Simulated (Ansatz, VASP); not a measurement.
# ZnO in VASP and in Ansatz

Contents of INCAR:

```
ALGO     = Normal         # electronic algorithm
EDIFF    = 1E-6           # SCF threshold, eV
ENCUT    = 520            # plane-wave cutoff, eV
GGA      = PS             # functional
ISIF     = 2              # what is computed and relaxed
ISMEAR   = 0              # smearing method
LASPH    = True           # aspherical terms in the spheres
LCHARG   = False          # write CHGCAR
LREAL    = False          # projectors in reciprocal space
LWAVE    = False          # write WAVECAR
NBANDS   = 26             # bands
NELM     = 100            # most SCF steps
PREC     = Accurate       # precision mode
SIGMA    = 0.05           # smearing width, eV
```

Contents of KPOINTS:

```
k-points
0
Gamma
  9 9 6
```

POSCAR

```
ZnO
1.0
    3.1754479730      0.0000000000      0.0000000000
   -1.5877239865      2.7500186130      0.0000000000
    0.0000000000      0.0000000000      5.3992141884
Zn O
2 2
Direct
    0.3333333333      0.6666666667      0.0015754469
    0.6666666667      0.3333333333      0.5015754469
    0.3333333333      0.6666666667      0.3654345349
    0.6666666667      0.3333333333      0.8654345349
```

Input for Ansatz:

```yaml
crystal:
  lattice:
    - [3.175447973, 0.0, 0.0]
    - [-1.5877239865, 2.750018613, 0.0]
    - [0.0, 0.0, 5.3992141884]
  atoms:
    - { symbol: Zn, position: [0.3333333333, 0.6666666667, 0.0015754469] }
    - { symbol: Zn, position: [0.6666666667, 0.3333333333, 0.5015754469] }
    - { symbol: O, position: [0.3333333333, 0.6666666667, 0.3654345349] }
    - { symbol: O, position: [0.6666666667, 0.3333333333, 0.8654345349] }
basis:
  ecutwfc: 520.0
kpoints:
  mp_grid: { grid: [9, 9, 6] }
hamiltonian:
  xc: pbesol
  pseudopotentials: { kind: paw, azcp: { folder: soft_1 } }
scf:
  occupations: { method: gaussian, width: 0.05 }
output:
  forces: true
  stress: true
  eigenvalues: true
```

Alike in both runs: task single point; functional PBEsol; k mesh 9 × 9 × 6; occupations gaussian, width 0.05 eV; no spin polarisation.

|  | VASP | Ansatz |
| --- | --- | --- |
| version | VASP 6.6.1 | Ansatz 0.2.0 |
| potentials or method | VASP PAW PBE potentials, release 64 (Zn, O), cutoff 520 eV | scalar-relativistic, plane waves, PAW |
| valence electrons in the cell | 36 | 36 |

```tsv
	VASP	Ansatz	Ansatz less VASP
gap on the k mesh at the Fermi level (eV)	0.61	0.62	+0.015
least direct gap on the mesh (eV)	0.61	0.62	+0.015
pressure (GPa)	0.2	-0.4	-0.61
traceless stress, the component that is largest in VASP (GPa)	-3.33	-3.35	-0.017
rms of the force components (eV/Å)	0.050	0.054	+0.0041
```

VASP's potentials were made for PBE, not for PBEsol, and Ansatz warns of the same on its side. Atom by atom the forces differ by 0.004 eV/Å (rms over components). With one functional, cell and mesh, what is left measures potentials, basis and numerics.
